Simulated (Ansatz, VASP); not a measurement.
Two plane-wave programs on InSb

```
In Sb
1.0
     0.00000    3.24672    3.24672
     3.24672    0.00000    3.24672
     3.24672    3.24672    0.00000
In Sb
1 1
Direct
  0.00000 0.00000 0.00000
  0.25000 0.25000 0.25000
```

Change from the starting cell: hydrostatic strain -1.0%.

Alike in both runs: task single point; functional r2SCAN; k mesh 6 × 6 × 6; occupations fermi-dirac, width 0.02 eV; no spin polarisation.

```csv
,VASP,Ansatz
version,VASP 6.6.1,Ansatz 0.2.0
potentials or method,"VASP PAW PBE potentials, release 64 (In_d, Sb)","plane waves, PAW"
plane-wave cutoff (eV),520,500
valence electrons in the cell,18,28
```

```csv
,VASP,Ansatz,Ansatz less VASP
pressure (GPa),1.3,1.3,+0.02
```

VASP's potentials were made for PBE, not for r2SCAN. VASP's potentials hold 18 valence electrons a cell and Ansatz's 28, so a difference there can come from the potentials and not from the codes.

Spin-orbit coupling is off throughout.
